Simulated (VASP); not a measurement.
# S (Pm-3n) in VASP: relaxation of cell and atoms with r2SCAN

Aim: the relaxation of cell and atoms of S with r2SCAN.

All numbers are computed with VASP 6.6.1; they aren't measurements. Logs are shortened: lines on timing, memory, paths and dates and some standing lists are left out, and cuts for length are marked.

## 1. The cell of the first run

The structure is cubic, space group Pm-3n (No. 223). Conventional cell: a = 6.079 Å, b = 6.079 Å, c = 6.079 Å, α = 90.00°, β = 90.00°, γ = 90.00°. S (site symmetry m-3) has 12 S at 3.40 Å within 4.5 Å. S (site symmetry -4m2) has 14 S at 3.04 to 3.72 Å within 4.0 Å.

## 2. Relaxation of cell and atoms, r2SCAN

File POSCAR:

```
S
1.0
    6.0785258307      0.0000000000      0.0000000000
    0.0000000000      6.0785258307      0.0000000000
    0.0000000000      0.0000000000      6.0785258307
S
8
Direct
    0.5000000000      0.5000000000      0.5000000000
    0.0000000000      0.0000000000      0.0000000000
    0.2500000000      0.0000000000      0.5000000000
    0.5000000000      0.2500000000      0.0000000000
    0.5000000000      0.7500000000      0.0000000000
    0.7500000000      0.0000000000      0.5000000000
    0.0000000000      0.5000000000      0.7500000000
    0.0000000000      0.5000000000      0.2500000000
```

File INCAR.step1:

```
SYSTEM = S
PREC     = Accurate       ! precision mode
ENCUT    = 600            ! plane-wave cutoff, eV
ISMEAR   = 0              ! smearing method
SIGMA    = 0.1            ! smearing width, eV
LREAL    = .FALSE.        ! projectors in reciprocal space
LASPH    = .TRUE.         ! aspherical terms in the spheres
NELM     = 100            ! most SCF steps
GGA      = PE             ! functional
ALGO     = Normal         ! electronic algorithm
EDIFF    = 1E-4           ! SCF threshold, eV
LWAVE    = .TRUE.         ! write WAVECAR
LCHARG   = .FALSE.        ! write CHGCAR
```

File INCAR.step2:

```
SYSTEM = S
PREC     = Accurate       ! precision mode
ENCUT    = 600            ! plane-wave cutoff, eV
EDIFF    = 1E-6           ! SCF threshold, eV
ISMEAR   = 0              ! smearing method
SIGMA    = 0.1            ! smearing width, eV
LREAL    = .FALSE.        ! projectors in reciprocal space
LASPH    = .TRUE.         ! aspherical terms in the spheres
NELM     = 100            ! most SCF steps
ALGO     = Normal         ! electronic algorithm
ISIF     = 3              ! what is computed and relaxed
LWAVE    = .FALSE.        ! write WAVECAR
LCHARG   = .FALSE.        ! write CHGCAR
METAGGA  = R2SCAN         ! meta-GGA
LMIXTAU  = .TRUE.       
IBRION   = 2              ! ionic algorithm
NSW      = 90             ! ionic steps
EDIFFG   = -0.04          ! ionic threshold
ISTART   = 1
```

File KPOINTS:

```
regular mesh
0
G
  4 4 4
  0 0 0
```

Potentials or basis: VASP PAW PBE potentials, release 64 (S).

Run with:

```console
cat potpaw_PBE.64/S/POTCAR > POTCAR
cp INCAR.step1 INCAR
mpirun -np 1 vasp_std > vasp.out
cp INCAR.step2 INCAR
mpirun -np 1 vasp_std > vasp.out
```

OUTCAR:

```text
SYSTEM = S
   PREC = Accurate
   ENCUT = 600
   EDIFF = 1E-6
   ISMEAR = 0
   LREAL = .FALSE.
   LASPH = .TRUE.
   NELM = 100
   ISIF = 3
   METAGGA = R2SCAN
   IBRION = 2
   NSW = 90
   EDIFFG = -0.04
   ISTART = 1

 ion  position               nearest neighbor table
   1  0.500  0.500  0.500-
   2  0.000  0.000  0.000-
   3  0.250  0.000  0.500-
   4  0.500  0.250  0.000-
   5  0.500  0.750  0.000-
   6  0.750  0.000  0.500-
   7  0.000  0.500  0.750-
   8  0.000  0.500  0.250-

  LATTYP: Found a simple cubic cell.
 ALAT       =     6.0785258307

  Lattice vectors:

 A1 = (   6.0785258307,   0.0000000000,   0.0000000000)
 A2 = (   0.0000000000,   6.0785258307,   0.0000000000)
 A3 = (   0.0000000000,   0.0000000000,   6.0785258307)

Analysis of symmetry for initial positions (statically):
=====================================================================
 Subroutine PRICEL returns:
 Original cell was already a primitive cell.

 Routine SETGRP: Setting up the symmetry group for a
 simple cubic supercell.

 Subroutine GETGRP returns: Found 48 space group operations
 (whereof 24 operations were pure point group operations)
 out of a pool of 48 trial point group operations.

The static configuration has the point symmetry T_h .
 The point group associated with its full space group is O_h .

Analysis of symmetry for dynamics (positions and initial velocities):
=====================================================================
 Subroutine PRICEL returns:
 Original cell was already a primitive cell.

 Routine SETGRP: Setting up the symmetry group for a
 simple cubic supercell.

 Subroutine GETGRP returns: Found 48 space group operations
 (whereof 24 operations were pure point group operations)
 out of a pool of 48 trial point group operations.

The dynamic configuration has the point symmetry T_h .
 The point group associated with its full space group is O_h .

 Subroutine INISYM returns: Found 48 space group operations
 (whereof 24 operations are pure point group operations),
 and found     1 'primitive' translations

----------------------------------------------------------------------------------------

                                     Primitive cell

  volume of cell :     224.5923

  direct lattice vectors                    reciprocal lattice vectors
     6.078525831  0.000000000  0.000000000     0.164513573  0.000000000  0.000000000
     0.000000000  6.078525831  0.000000000     0.000000000  0.164513573  0.000000000
     0.000000000  0.000000000  6.078525831     0.000000000  0.000000000  0.164513573

[... 64 lines left out ...]
   total plane-waves  NPLWV = 125000
   dimension x,y,z NGX =    50 NGY =   50 NGZ =   50
   dimension x,y,z NGXF=   100 NGYF=  100 NGZF=  100
   ions per type =               8
   NGX,Y,Z   is equivalent  to a cutoff of  13.67, 13.67, 13.67 a.u.
   NGXF,Y,Z  is equivalent  to a cutoff of  27.35, 27.35, 27.35 a.u.
 SYSTEM =  S
   PREC   = accura    normal or accurate (medium, high low for compatibility)
   ISTART =      1    job   : 0-new  1-cont  2-samecut
   ICHARG =      0    charge: 1-file 2-atom 10-const
   ISPIN  =      1    spin polarized calculation?
   LNONCOLLINEAR =      F non collinear calculations
   LSORBIT =      F    spin-orbit coupling
   LASPH  =      T    aspherical Exc in radial PAW
   ENCUT  =  600.0 eV  44.10 Ry    6.64 a.u.  12.14 12.14 12.14*2*pi/ulx,y,z
   NELM   =    100;   NELMIN=  2; NELMDL=  0     # of ELM steps
   EDIFF  = 0.1E-05   stopping-criterion for ELM
   LREAL  =      F    real-space projection
   EDIFFG = -.4E-01   stopping-criterion for IOM
   NSW    =     90    number of steps for IOM
   IBRION =      2    ionic relax: 0-MD 1-quasi-New 2-CG
   NFREE  =      1    steps in history (QN), initial steepest desc. (CG)
   ISIF   =      3    stress and relaxation
   ISYM   =      2    0-nonsym 1-usesym 2-fastsym
   POTIM  = 0.5000    time-step for ionic-motion
   TEBEG  =    0.0;   TEEND  =   0.0 temperature during run
   PSTRESS=    0.0 pullay stress
   NELECT =      48.0000    total number of electrons
   NUPDOWN=      -1.0000    fix difference up-down
   EMIN   =  10.00;   EMAX   =-10.00  energy-range for DOS
   EFERMI =   0.00;   METHOD = LEGACY
   ISMEAR =     0;   SIGMA  =   0.10  broadening in eV -4-tet -1-fermi 0-gaus
   EFERMI_NEDOS =   21; number of points for ismear=-14 and -15
   IALGO  =     38    algorithm
   IMIX   =      4    mixing-type and parameters
     AMIX     =   0.40;   BMIX     =  1.00
     AMIX_MAG =   1.60;   BMIX_MAG =  1.00
  volume/ion in A,a.u.               =      28.07       189.45
  Fermi-wavevector in a.u.,A,eV,Ry     =   0.978792  1.849648 13.034835  0.958033
  Thomas-Fermi vector in A             =   2.109595
   LORBIT       =      0    0 simple, 1 ext, 2 COOP (PROOUT), +10 PAW based schemes
   METAGGA = R2SCAN    functional components
   LHFCALC =     F    Hartree Fock is set to
   AEXX    =    0.0000 exact exchange contribution
   IVDW    =     0    specifies the selected vdW correction
   LEPSILON=     F    determine dielectric tensor
   LRPA    =     F    only Hartree local field effects (RPA)
 conjugate gradient relaxation of ions
 non-spin polarized calculation
 Gauss-broadening in eV      SIGMA  =   0.10
  energy-cutoff  :      600.00
  volume of cell :      224.59
 maximum number of plane-waves:      7568
 NGX is ok and might be reduce to    50
   NGX = 25   NGY = 25   NGZ = 25

--------------------------------------- Ionic step        1  -------------------------------------------

 number of electron      48.0000008 magnetization

 Free energy of the ion-electron system (eV)
  ---------------------------------------------------
  ext. energy  EPLUGINS =         0.00000000
  ---------------------------------------------------
  free energy    TOTEN  =       -46.32083240 eV

  energy without entropy =      -46.20268658  energy(sigma->0) =      -46.26175949

 E-fermi :   0.6501     XC(G=0):  -8.9324

 val. band max:        0.6473202732   @ k =   0.2500   0.2500   0.0000
 cond. band min:       0.6703257636   @ k =   0.2500   0.2500   0.0000
 fundamental gap:      0.0230054904
 Fermi energy:         0.6501198471

 k-point     1 :       0.0000    0.0000    0.0000
  band No.  band energies     occupation
      1     -12.5524      2.00000
      2     -11.3667      2.00000
      3     -11.3667      2.00000
      4     -11.3207      2.00000
      5     -10.6951      2.00000
      6     -10.4349      2.00000
[... 476 lines left out ...]
--------------------------------------- Ionic step        5  -------------------------------------------

 number of electron      47.9999996 magnetization

 Free energy of the ion-electron system (eV)
  ---------------------------------------------------
  ext. energy  EPLUGINS =         0.00000000
  ---------------------------------------------------
  free energy    TOTEN  =       -52.49870337 eV

  energy without entropy =      -52.43832379  energy(sigma->0) =      -52.46851358

 E-fermi :   6.7803     XC(G=0): -11.5777

 val. band max:        6.7464759308   @ k =   0.2500   0.2500   0.0000
 cond. band min:       6.8092531970   @ k =   0.2500   0.2500   0.0000
 fundamental gap:      0.0627772661
 Fermi energy:         6.7802506938

 k-point     1 :       0.0000    0.0000    0.0000
  band No.  band energies     occupation
      1     -10.4016      2.00000
      2      -7.0370      2.00000
      3      -7.0370      2.00000
      4      -6.9374      2.00000
      5      -4.7836      2.00000
      6      -4.7836      2.00000
[... 344 lines left out ...]
  FREE ENERGIE OF THE ION-ELECTRON SYSTEM (eV)
  ---------------------------------------------------
  free  energy   TOTEN  =       -52.4987033717 eV

  energy  without entropy=      -52.4383237904  energy(sigma->0) =      -52.46851358

 reached required accuracy - stopping structural energy minimisation
```

OUTCAR.step1:

```text
SYSTEM = S
   PREC = Accurate
   ENCUT = 600
   ISMEAR = 0
   LREAL = .FALSE.
   LASPH = .TRUE.
[... 550 lines left out ...]
      4.55889      0.00000      3.03926        -0.000000      0.000000     -0.000000
      0.00000      3.03926      4.55889        -0.000000      0.000000     -0.000000
      0.00000      3.03926      1.51963        -0.000000      0.000000     -0.000000
 -----------------------------------------------------------------------------------
    total drift:                                0.000000     -0.000000     -0.000000

  FREE ENERGIE OF THE ION-ELECTRON SYSTEM (eV)
  ---------------------------------------------------
  free  energy   TOTEN  =       -16.5932499350 eV

  energy  without entropy=      -16.4712875357  energy(sigma->0) =      -16.53226874
```

It took 33 min on 1 thread of Intel Xeon Platinum 8375C at 2.90GHz (Ice Lake), shared host; peak memory 0.4 GiB.

What came out:

```yaml
Free_energy: -52.4987 eV
Relaxed_volume: 16.40 Å³/atom
Relaxed_cell: a = 5.081 Å, b = 5.081 Å, c = 5.081 Å, α = 90.00°, β = 90.00°, γ = 90.00°
Space_group_after_relaxing_to_0.1_Å: Pm-3n (No. 223)
Energy_gained_by_relaxing: 772.2 meV/atom
Ionic_steps: 5
Pressure_after_relaxing: -0.1 GPa
```

The path:
```
step  energy change (eV)  largest force (eV/Å)  pressure (GPa)  volume (Å³)
   1              0.0000                0.0000          -12.65       224.59
   2             -5.0583                0.0000          -10.32       159.97
   3             -6.1447                0.0000           -2.41       135.25
   4             -6.1745                0.0000            0.84       129.60
   5             -6.1779                0.0000           -0.13       131.17
```

Final structure:
```
S
1.0
     5.08098    0.00000    0.00000
     0.00000    5.08098    0.00000
     0.00000    0.00000    5.08098
S
8
Direct
  0.50000 0.50000 0.50000
  0.00000 0.00000 0.00000
  0.25000 0.00000 0.50000
  0.50000 0.25000 0.00000
  0.50000 0.75000 0.00000
  0.75000 0.00000 0.50000
  0.00000 0.50000 0.75000
  0.00000 0.50000 0.25000
```

Levels at points of the mesh, in eV from the Fermi level:
| k point | band 21 | band 22 | band 23 | band 24 | band 25 | band 26 | band 27 | band 28 |
| --- | --- | --- | --- | --- | --- | --- | --- | --- |
| (0.00, 0.00, 0.00) | -0.26 | -0.26 | -0.26 | 0.12 | 0.12 | 0.12 | 1.67 | 1.67 |
| (0.50, 0.00, 0.00) | -1.16 | -1.16 | -0.44 | -0.44 | 0.19 | 0.19 | 1.55 | 1.55 |
| (0.50, 0.50, 0.00) | -1.43 | -0.68 | -0.25 | -0.25 | 0.35 | 0.35 | 0.44 | 0.50 |
| (0.50, 0.50, 0.50) | -1.11 | -1.11 | -0.94 | -0.94 | -0.94 | -0.94 | -0.40 | -0.40 |

Caveat: the volume moved by over 15 % at a fixed basis, so the end points are rough; the highest band is partly filled, so the run has too few bands; the PAW data sets were made with another functional, which shifts forces and pressure a little.
